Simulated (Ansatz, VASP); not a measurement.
## One calculation of BN, two programs

```
CELL_PARAMETERS angstrom
0.00000 1.84020 1.84020
1.84020 0.00000 1.84020
1.84020 1.84020 0.00000
ATOMIC_POSITIONS crystal
B 0.00000 0.00000 0.00000
N 0.75000 0.75000 0.75000
```

Change from the starting cell: strain +0.015 along x and y, +0.015 along z, atoms carried along.

Alike in both runs: task single point; functional r2SCAN; k mesh 12 × 12 × 12; occupations gaussian, width 0.05 eV; no spin polarisation.

|  | VASP | Ansatz |
| --- | --- | --- |
| version | VASP 6.6.1 | Ansatz 0.2.0 |
| potentials or method | VASP PAW PBE potentials, release 64 (B, N), cutoff 520 eV | scalar-relativistic, plane waves, PAW |
| valence electrons in the cell | 8 | 8 |

|  | VASP | Ansatz | Ansatz less VASP |
| --- | --- | --- | --- |
| gap on the k mesh at the Fermi level (eV) | 4.91 | 4.92 | +0.017 |
| least direct gap on the mesh (eV) | 9.26 | 9.30 | +0.033 |
| pressure (GPa) | -19.6 | -20.5 | -0.90 |

VASP's potentials were made for PBE, not for r2SCAN.
